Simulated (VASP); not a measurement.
## Cd: relaxation of cell and atoms with PBEsol

The system is Cd.

```xyz
1
Lattice="2.3251 0.0000 0.0000 -1.1626 2.0136 0.0000 0.0000 0.0000 2.2645" Properties=species:S:1:pos:R:3 pbc="T T T"
Cd    0.0000    0.0000    0.0000
```

This isn't the form of Cd at room conditions, which is hcp.

```json
{
  "Program": "VASP 6.6.1",
  "Task": "relaxation of cell and atoms",
  "Functional": "PBEsol",
  "Potentials or basis": "VASP PAW PBE potentials, release 64 (Cd)",
  "Cutoff": "600 eV",
  "k mesh": "19 × 19 × 17",
  "Occupations": "fermi-dirac, width 0.1 eV",
  "Spin": "no spin polarisation",
  "Target pressure": "310 GPa",
  "Dipole correction": "no",
  "Further INCAR settings": "ALGO = Normal; EDIFF = 1e-06; IBRION = 2; EDIFFG = -0.005; NSW = 32; ISIF = 3"
}
```

* Relaxed volume: 10.74 Å³/atom
* Relaxed cell: a = 2.335 Å, b = 2.335 Å, c = 2.274 Å, α = 90.00°, β = 90.00°, γ = 120.00°
* Space group after relaxing (to 0.1 Å): P6/mmm (No. 191)
* Energy change on relaxing (the run minimises the enthalpy): -267.3 meV/atom
* Ionic steps: 9
* Pressure after relaxing: 310.0 GPa
* Band gap on the k mesh: zero (bands 6 and 7 overlap by 6.28 eV)

The path:
```
step  energy change (eV)  largest force (eV/Å)  pressure (GPa)  volume (Å³)
   1              0.0000                0.0000          326.12        10.60
   2             -2.5958                0.0000          174.64        12.32
   3             -0.2895                0.0000          308.66        10.75
   4             -0.2672                0.0000          309.98        10.74
   5             -0.2620                0.0000          310.36        10.73
   6             -0.2668                0.0000          310.20        10.74
   7             -0.2630                0.0000          310.25        10.73
   8             -0.2976                0.0000          308.20        10.75
   9             -0.2673                0.0000          310.00        10.74
```

Final structure:
```xyz
1
Lattice="2.3348 0.0000 0.0000 -1.1674 2.0220 0.0000 0.0000 0.0000 2.2743" Properties=species:S:1:pos:R:3 pbc="T T T"
Cd    0.0000    0.0000    0.0000
```

Levels at points of the mesh, in eV from the Fermi level:
| k point | band 4 | band 5 | band 6 | band 7 | band 8 | band 9 |
| --- | --- | --- | --- | --- | --- | --- |
| (0.00, 0.00, 0.00) | -14.29 | -10.61 | -10.61 | 12.89 | 15.09 | 21.51 |

Wall time 5.5 min on 1 thread of AMD EPYC 7R13, with other jobs on the host, peak memory 0.15 GiB.

Caveat: the cell is relaxed towards a set pressure, so the run minimises the enthalpy, not the energy; the PAW data sets were made with another functional, which shifts forces and pressure a little.
